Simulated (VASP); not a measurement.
# SnO (P4/nmm) in VASP: a series of runs

Aim: see how the results for SnO move with the level of theory and the settings. Levels: b88 exchange, pbe correlation, LDA, PBE, PBEsol. Tasks: single point.

Program: VASP 6.6.1. These are calculated values, not measurements. Logs are shortened: lines on timing, memory, paths and dates and some standing lists are left out, and cuts for length are marked.

## (1) The cell of the first run

It takes space group P4/nmm (No. 129, tetragonal). Conventional cell: a = 3.864 Å, b = 3.864 Å, c = 4.951 Å, α = 90.00°, β = 90.00°, γ = 90.00°. Within 3.0 Å of Sn (site symmetry 4mm) lie 4 O at 2.26 Å. O (site symmetry -4m2) has 4 Sn at 2.26 Å and 4 O at 2.73 Å within 3.0 Å.

## (2) Single point, b88 exchange, pbe correlation

Input file INCAR:

```
SYSTEM = SnO
ALGO = Normal
EDIFF = 1E-6
ENCUT = 600
GGA = LIBXC
GGA_COMPAT = .FALSE.
ISIF = 2
ISMEAR = -1
LASPH = .TRUE.
LCHARG = .FALSE.
LIBXC1 = GGA_X_B88
LIBXC2 = GGA_C_PBE
LREAL = .FALSE.
LWAVE = .FALSE.
NBANDS = 28
NELM = 120
PREC = Accurate
SIGMA = 0.05
```

Input file KPOINTS:

```
k-points
0
G
  7 7 6
  0 0 0
```

Input file POSCAR:

```
SnO
1.0
    3.8638811754      0.0000000000      0.0000000000
    0.0000000000      3.8638811754      0.0000000000
    0.0000000000      0.0000000000      4.9512221655
Sn O
2 2
Direct
    0.5000000000      0.0000000000      0.7646261400
    0.0000000000      0.5000000000      0.2353738600
    0.0000000000      0.0000000000      0.0000000000
    0.5000000000      0.5000000000      0.0000000000
```

Potentials or basis: VASP PAW PBE potentials, release 64 (Sn_d, O).

Command:

```sh
$ cat potpaw_PBE.64/Sn_d/POTCAR potpaw_PBE.64/O/POTCAR > POTCAR
$ mpirun -np 1 vasp_std > vasp.out
```

OUTCAR:

```text
SYSTEM = SnO
   EDIFF = 1E-6
   ENCUT = 600
   GGA = LIBXC
   ISIF = 2
   ISMEAR = -1
   LASPH = .TRUE.
   LREAL = .FALSE.
   NELM = 120
   PREC = Accurate

 ion  position               nearest neighbor table
   1  0.500  0.000  0.765-   3 2.26   4 2.26   4 2.26   3 2.26   2 3.59   2 3.59   2 3.59   2 3.59

   2  0.000  0.500  0.235-   3 2.26   4 2.26   3 2.26   4 2.26   1 3.59   1 3.59   1 3.59   1 3.59

   3  0.000  0.000  0.000-   1 2.26   2 2.26   2 2.26   1 2.26
   4  0.500  0.500  0.000-   1 2.26   2 2.26   1 2.26   2 2.26

  LATTYP: Found a simple tetragonal cell.
 ALAT       =     3.8638811754
 C/A-ratio  =     1.2814116016

  Lattice vectors:

 A1 = (   3.8638811754,   0.0000000000,   0.0000000000)
 A2 = (   0.0000000000,   3.8638811754,   0.0000000000)
 A3 = (   0.0000000000,   0.0000000000,   4.9512221655)

Analysis of symmetry for initial positions (statically):
=====================================================================
 Subroutine PRICEL returns:
 Original cell was already a primitive cell.

 Routine SETGRP: Setting up the symmetry group for a
 simple tetragonal supercell.

 Subroutine GETGRP returns: Found 16 space group operations
 (whereof  8 operations were pure point group operations)
 out of a pool of 16 trial point group operations.

The static configuration has the point symmetry D_2d.
 The point group associated with its full space group is D_4h.

Analysis of symmetry for dynamics (positions and initial velocities):
=====================================================================
 Subroutine PRICEL returns:
 Original cell was already a primitive cell.

 Routine SETGRP: Setting up the symmetry group for a
 simple tetragonal supercell.

 Subroutine GETGRP returns: Found 16 space group operations
 (whereof  8 operations were pure point group operations)
 out of a pool of 16 trial point group operations.

The dynamic configuration has the point symmetry D_2d.
 The point group associated with its full space group is D_4h.

 Subroutine INISYM returns: Found 16 space group operations
 (whereof  8 operations are pure point group operations),
 and found     1 'primitive' translations

----------------------------------------------------------------------------------------

                                     Primitive cell

  volume of cell :      73.9197

  direct lattice vectors                    reciprocal lattice vectors
     3.863881175  0.000000000  0.000000000     0.258807131  0.000000000  0.000000000
     0.000000000  3.863881175  0.000000000     0.000000000  0.258807131  0.000000000
     0.000000000  0.000000000  4.951222165     0.000000000  0.000000000  0.201970335

  length of vectors
     3.863881175  3.863881175  4.951222165     0.258807131  0.258807131  0.201970335

  position of ions in fractional coordinates (direct lattice)
     0.500000000  0.000000000  0.764626140
     0.000000000  0.500000000  0.235373860
     0.000000000  0.000000000  0.000000000
     0.500000000  0.500000000  0.000000000

  ion indices of the primitive-cell ions
   primitive index   ion index
                 1           1
                 2           2
                 3           3
                 4           4

----------------------------------------------------------------------------------------

 KPOINTS: k-points

Automatic generation of k-mesh.
 Grid dimensions read from file:
 generate k-points for:    7    7    6

 Generating k-lattice:

  Cartesian coordinates                     Fractional coordinates (reciprocal lattice)
     0.036972447  0.000000000  0.000000000     0.142857143  0.000000000  0.000000000
     0.000000000  0.036972447  0.000000000     0.000000000  0.142857143  0.000000000
     0.000000000  0.000000000  0.033661723     0.000000000  0.000000000  0.166666667

  Length of vectors
     0.036972447  0.036972447  0.033661723

  Shift w.r.t. Gamma in fractional coordinates (k-lattice)
     0.000000000  0.000000000  0.000000000

 Subroutine IBZKPT returns following result:
 ===========================================

 Found     40 irreducible k-points:

 Following reciprocal coordinates:
            Coordinates               Weight
  0.000000  0.000000  0.000000      1.000000
  0.142857  0.000000  0.000000      4.000000
  0.285714  0.000000  0.000000      4.000000
  0.428571  0.000000  0.000000      4.000000
  0.142857  0.142857  0.000000      4.000000
  0.285714  0.142857  0.000000      8.000000
[... 16 lines left out ...]
  0.285714  0.000000  0.333333      8.000000
  0.428571  0.000000  0.333333      8.000000
 [... further k-points ...]
   k-points           NKPTS =     40   k-points in BZ     NKDIM =     40   number of bands    NBANDS=     28
   number of dos      NEDOS =    301   number of ions     NIONS =      4
   total plane-waves  NPLWV =  40960
   dimension x,y,z NGX =    32 NGY =   32 NGZ =   40
   dimension x,y,z NGXF=    64 NGYF=   64 NGZF=   80
   ions per type =               2   2
   NGX,Y,Z   is equivalent  to a cutoff of  13.77, 13.77, 13.43 a.u.
   NGXF,Y,Z  is equivalent  to a cutoff of  27.54, 27.54, 26.86 a.u.
 SYSTEM =  SnO
   PREC   = accura    normal or accurate (medium, high low for compatibility)
   ISTART =      0    job   : 0-new  1-cont  2-samecut
   ICHARG =      2    charge: 1-file 2-atom 10-const
   ISPIN  =      1    spin polarized calculation?
   LNONCOLLINEAR =      F non collinear calculations
   LSORBIT =      F    spin-orbit coupling
   LASPH  =      T    aspherical Exc in radial PAW
   ENCUT  =  600.0 eV  44.10 Ry    6.64 a.u.   7.72  7.72  9.89*2*pi/ulx,y,z
   NELM   =    120;   NELMIN=  2; NELMDL= -5     # of ELM steps
   EDIFF  = 0.1E-05   stopping-criterion for ELM
   LREAL  =      F    real-space projection
   EDIFFG = 0.1E-04   stopping-criterion for IOM
   NSW    =      0    number of steps for IOM
   IBRION =     -1    ionic relax: 0-MD 1-quasi-New 2-CG
   NFREE  =      0    steps in history (QN), initial steepest desc. (CG)
   ISIF   =      2    stress and relaxation
   ISYM   =      2    0-nonsym 1-usesym 2-fastsym
   POTIM  = 0.5000    time-step for ionic-motion
   TEBEG  =    0.0;   TEEND  =   0.0 temperature during run
   PSTRESS=    0.0 pullay stress
   NELECT =      40.0000    total number of electrons
   NUPDOWN=      -1.0000    fix difference up-down
   EMIN   =  10.00;   EMAX   =-10.00  energy-range for DOS
   EFERMI =   0.00;   METHOD = LEGACY
   ISMEAR =    -1;   SIGMA  =   0.05  broadening in eV -4-tet -1-fermi 0-gaus
   EFERMI_NEDOS =   21; number of points for ismear=-14 and -15
   IALGO  =     38    algorithm
   IMIX   =      4    mixing-type and parameters
     AMIX     =   0.40;   BMIX     =  1.00
     AMIX_MAG =   1.60;   BMIX_MAG =  1.00
  volume/ion in A,a.u.               =      18.48       124.71
  Fermi-wavevector in a.u.,A,eV,Ry     =   1.334058  2.521005 24.214450  1.779712
  Thomas-Fermi vector in A             =   2.462869
   LORBIT       =      0    0 simple, 1 ext, 2 COOP (PROOUT), +10 PAW based schemes
   GGA     = LIBXC    functional components
   LHFCALC =     F    Hartree Fock is set to
   AEXX    =    0.0000 exact exchange contribution
   IVDW    =     0    specifies the selected vdW correction
   LEPSILON=     F    determine dielectric tensor
   LRPA    =     F    only Hartree local field effects (RPA)
 non-spin polarized calculation
  energy-cutoff  :      600.00
  volume of cell :       73.92
 maximum number of plane-waves:      2483
 NGX is ok and might be reduce to    32
   NGX = 15   NGY = 15   NGZ = 19

 number of electron      39.9999994 magnetization

 Free energy of the ion-electron system (eV)
  ---------------------------------------------------
  ext. energy  EPLUGINS =         0.00000000
  ---------------------------------------------------
  free energy    TOTEN  =       -22.19086853 eV

  energy without entropy =      -22.19078713  energy(sigma->0) =      -22.19082783

 E-fermi :   6.6231     XC(G=0): -10.0138

 val. band max:        6.3582988163   @ k =   0.0000   0.0000   0.0000
 cond. band min:       6.8943561500   @ k =   0.4286   0.4286   0.0000
 fundamental gap:      0.5360573336
 Fermi energy:         6.6231056102

 k-point     1 :       0.0000    0.0000    0.0000
  band No.  band energies     occupation
      1     -15.4214      2.00000
      2     -15.0635      2.00000
      3     -15.0617      2.00000
      4     -15.0617      2.00000
      5     -15.0313      2.00000
      6     -15.0176      2.00000
[... 20 lines left out ...]
     27      13.1835      0.00000
     28      13.6851      0.00000

 k-point     2 :       0.1429    0.0000    0.0000
  band No.  band energies     occupation
      1     -15.4107      2.00000
      2     -15.0644      2.00000
      3     -15.0585      2.00000
      4     -15.0580      2.00000
      5     -15.0328      2.00000
      6     -15.0180      2.00000
[... 20 lines left out ...]
     27      13.4277      0.00000
     28      15.0400      0.00000

 k-point     3 :       0.2857    0.0000    0.0000
  band No.  band energies     occupation
      1     -15.3812      2.00000
      2     -15.1498      2.00000
      3     -15.0491      2.00000
      4     -15.0488      2.00000
      5     -15.0359      2.00000
      6     -15.0303      2.00000
[... 20 lines left out ...]
     27      13.7839      0.00000
     28      17.1453      0.00000

 k-point     4 :       0.4286    0.0000    0.0000
  band No.  band energies     occupation
      1     -15.3320      2.00000
      2     -15.2552      2.00000
      3     -15.0413      2.00000
      4     -15.0383      2.00000
      5     -15.0362      2.00000
      6     -15.0279      2.00000
[... 578 lines left out ...]
     27      14.1319      0.00000
     28      15.2453      0.00000

 k-point    23 :       0.2857    0.0000    0.3333
  band No.  band energies     occupation
      1     -15.3792      2.00000
      2     -15.1669      2.00000
      3     -15.0581      2.00000
      4     -15.0397      2.00000
      5     -15.0358      2.00000
      6     -15.0338      2.00000
[... 20 lines left out ...]
     27      14.6207      0.00000
     28      16.6730      0.00000

 k-point    24 :       0.4286    0.0000    0.3333
  band No.  band energies     occupation
      1     -15.3374      2.00000
      2     -15.2675      2.00000
      3     -15.0604      2.00000
      4     -15.0538      2.00000
      5     -15.0296      2.00000
      6     -15.0268      2.00000
[... 20 lines left out ...]
     27      15.1882      0.00000
     28      16.0365      0.00000

 [... further k-points ...]

------------------------ aborting loop because EDIFF is reached ----------------------------------------

  FORCE on cell =-STRESS in cart. coord.  units (eV):
  Direction    XX          YY          ZZ          XY          YZ          ZX
  --------------------------------------------------------------------------------------
  -------------------------------------------------------------------------------------
  Total       -0.0758419     -0.0758419     -0.0681587      0.0000000      0.0000000      0.0000000
  in kB       -1.6438410     -1.6438410     -1.4773120      0.0000000      0.0000000      0.0000000
  external PRESSURE =      -1.5883313 kB  Pullay stress =       0.0000000 kB

 VOLUME and BASIS-vectors are now :
 -----------------------------------------------------------------------------
  energy-cutoff  :      600.00
  volume of cell :       73.92
      direct lattice vectors                 reciprocal lattice vectors
     3.863881175  0.000000000  0.000000000     0.258807131  0.000000000  0.000000000
     0.000000000  3.863881175  0.000000000     0.000000000  0.258807131  0.000000000
     0.000000000  0.000000000  4.951222165     0.000000000  0.000000000  0.201970335

 POSITION                                       TOTAL-FORCE (eV/Angst)
 -----------------------------------------------------------------------------------
      1.93194      0.00000      3.78583         0.000000      0.000000      0.111543
      0.00000      1.93194      1.16539        -0.000000     -0.000000     -0.111543
      0.00000      0.00000      0.00000         0.000000     -0.000000      0.000000
      1.93194      1.93194      0.00000         0.000000      0.000000      0.000000
 -----------------------------------------------------------------------------------
    total drift:                                0.000000     -0.000000     -0.000000

  FREE ENERGIE OF THE ION-ELECTRON SYSTEM (eV)
  ---------------------------------------------------
  free  energy   TOTEN  =       -22.1908685253 eV

  energy  without entropy=      -22.1907871262  energy(sigma->0) =      -22.19082783
```

Wall time 45 s (1 thread of AMD EPYC 9R45 (Zen 5), shared host); peak memory 0.21 GiB.

Results:

```yaml
Free_energy: -22.1909 eV
Pressure: -0.2 GPa
Largest_force: 0.112 eV/Å
Band_gap_on_the_k_mesh: 0.54 eV (least direct gap 2.01 eV)
```

Forces on the atoms (eV/Å):
```
Sn   0.000  0.000  0.112
Sn   0.000  0.000 -0.112
O    0.000  0.000  0.000
O    0.000  0.000  0.000
```

Caveat: the PAW data sets were made with another functional, which shifts forces and pressure a little; spin-orbit coupling is left out, which moves the levels of the heavy elements; an odd mesh through Γ misses points on the zone boundary, where band edges can lie.

[end of part 1 of 2]
